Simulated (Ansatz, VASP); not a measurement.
## Two plane-wave programs on Ge

INCAR

```
PREC = Accurate
ENCUT = 520
EDIFF = 1E-7
ISMEAR = 1
SIGMA = 0.1
LREAL = False
LASPH = True
NELM = 60
ALGO = Normal
ISIF = 2
LWAVE = False
LCHARG = False
GGA = PS
NBANDS = 21
```

KPOINTS

```
regular mesh
0
Gamma
  8 8 6
```

The input POSCAR:

```
Ge
1.0
   -2.5728675379      2.7186637311      1.4231002293
    2.5356797250     -2.7072528130      1.3335699458
    2.4805618955      2.6149371872     -1.4020753880
Ge
2
Direct
    0.2552500000      0.7617100000      0.5039600000
    0.5008400000      0.4981200000      0.0065300000
```

Input for Ansatz:

```yaml
crystal:
  lattice:
    - [-2.572867537909011, 2.7186637311117225, 1.4231002292974608]
    - [2.535679725002951, -2.707252812950212, 1.333569945769529]
    - [2.480561895458157, 2.61493718719388, -1.4020753879605043]
  atoms:
    - { symbol: Ge, position: [0.25525, 0.76171, 0.50396] }
    - { symbol: Ge, position: [0.50084, 0.49812, 0.00653] }
basis:
  ecutwfc: 540.0
  xc_grid: 2
kpoints:
  mp_grid:
    grid: [8, 8, 6]
hamiltonian:
  xc: pbesol
scf:
  max_iter: 65
  convergence:
    dr2_threshold: 1.0e-09
  occupations:
    method: cold
    width: 0.1
output:
  forces: true
  stress: true
```

Alike in both runs: task single point; functional PBEsol; k mesh 8 × 8 × 6; no spin polarisation.

```csv
,VASP,Ansatz
version,VASP 6.6.1,Ansatz 0.2.0
potentials or method,"VASP PAW PBE potentials, release 64 (Ge_d), cutoff 520 eV","plane waves, PAW"
occupations,"methfessel-paxton of order 1, width 0.1 eV","cold, width 0.1 eV"
valence electrons in the cell,28,28
```

```csv
,VASP,Ansatz,Ansatz less VASP
pressure (GPa),0.1,0.2,+0.08
"traceless stress, the component that is largest in VASP (GPa)",-6.98,-7.06,-0.078
rms of the force components (eV/Å),0.159,0.158,-0.0005
```

VASP's potentials were made for PBE, not for PBEsol. Atom by atom the forces differ by 0.001 eV/Å (rms over components). Ansatz's warnings: stress scf threshold loose.
